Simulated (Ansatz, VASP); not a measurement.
## LaHg2 in VASP and in Ansatz

```
CELL_PARAMETERS angstrom
5.02527 0.00000 0.00000
-2.51264 4.35201 0.00000
0.00000 0.00000 3.69803
ATOMIC_POSITIONS crystal
La 0.00000 0.00000 0.00000
Hg 0.33333 0.66667 0.45000
Hg 0.66667 0.33333 0.55000
```

Change from the starting cell: volume scaled by 1.04.

Alike in both runs: task single point; functional PBEsol; k mesh 10 × 10 × 11; occupations fermi-dirac, width 0.03 eV; no spin polarisation.

|  | VASP | Ansatz |
| --- | --- | --- |
| version | VASP 6.6.1 | Ansatz 0.2.0 |
| potentials or method | VASP PAW PBE potentials, release 64 (La, Hg), cutoff 520 eV | all-electron LAPW, scalar-relativistic |

Ansatz gave:

```
pressure (GPa)                                                : -3.0
traceless stress, the component that is largest in VASP (GPa) : -0.16
rms of the force components (eV/Å)                            : 0.125
```

Problem. Estimate VASP's values.

Solution. Pressure (GPa): -2.9; traceless stress, the component that is largest in VASP (GPa): -0.26; rms of the force components (eV/Å): 0.120.

VASP's potentials were made for PBE, not for PBEsol. Atom by atom the forces differ by 0.005 eV/Å (rms over components). Ansatz ran all-electron here, and VASP with PAW potentials.

Spin-orbit coupling is off throughout.
